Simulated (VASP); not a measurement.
Mg3SiO:

```
Si O Mg
1.0
     4.18363    0.00000    0.00000
     0.00000    4.18363    0.00000
     0.00000    0.00000    4.18363
Si O Mg
1 1 3
Direct
  0.00000 0.00000 0.00000
  0.50000 0.50000 0.50000
  0.50000 0.50000 0.00000
  0.50000 0.00000 0.50000
  0.00000 0.50000 0.50000
```

Base run:

```yaml
Program: VASP 6.6.1
Functional: r2SCAN
Potentials_or_basis: VASP PAW PBE potentials, release 64 (Si, O, Mg)
Cutoff: 520 eV
k_mesh: 6 × 6 × 6
Occupations: fermi-dirac, width 0.02 eV
Spin: no spin polarisation
```

Its results: band gap on the k mesh 0.26 eV; pressure -0.6 GPa.

Problem. The run is repeated on the same cell with these changes: functional from r2SCAN to PBE; further incar settings from ALGO = Normal; EDIFF = 1e-06; NBANDS = 16 to ALGO = Normal; EDIFF = 1e-07; NBANDS = 16. What comes out?

Solution. Band gap on the k mesh 0.15 eV (least direct gap 0.60 eV); pressure 1.9 GPa.

Caveats: the PAW data sets were made with another functional, which shifts forces and pressure a little (at least some runs).

A k mesh can miss the band edges.
